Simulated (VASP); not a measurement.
A run of VASP 6.6.1 is set up as follows.

File INCAR:

```
SYSTEM = ZrC2
ALGO = Normal
EDIFF = 1E-7
ENCUT = 520
GGA = PE
ISIF = 2
ISMEAR = 0
LASPH = .True.
LCHARG = .True.
LELF = .True.
LREAL = .False.
LVHAR = .True.
LWAVE = .False.
NBANDS = 17
NELM = 60
PREC = Accurate
SIGMA = 0.1
```

Contents of KPOINTS:

```
k-points
0
Gamma
  6 6 4
  0 0 0
```

File POSCAR:

```
ZrC2
1.0
    3.3755395700      0.0000000000      0.0000000000
   -1.6877697800      2.9233030200      0.0000000000
    0.0000000000      0.0000000000      5.2320863300
Zr C
1 2
Direct
    0.0000000000      0.0000000000      0.0000000000
    0.3333333300      0.6666666700      0.2500000000
    0.6666666700      0.3333333300      0.7500000000
```

Potentials or basis: VASP PAW PBE potentials, release 64 (Zr_sv, C).

The run is started by

```sh
$ cat potpaw_PBE.64/Zr_sv/POTCAR potpaw_PBE.64/C/POTCAR > POTCAR
$ mpirun -np 1 vasp_std > vasp.out
```

What does it give for the largest force?

1.654 eV/Å.

Estimate the band gap on the k mesh.

zero (bands 10 and 11 overlap by 1.99 eV).

Stress tensor (GPa, compression positive):
```
 -5.98   0.00   0.00
  0.00  -5.98   0.00
  0.00   0.00 -17.08
```

Caveat: the cell differs from its parent crystal (atoms taken out); the stress differs along the axes, from -17 to -6 GPa; forces of over 1 eV/Å act on the atoms, so gaps and moduli don't describe the material at rest.
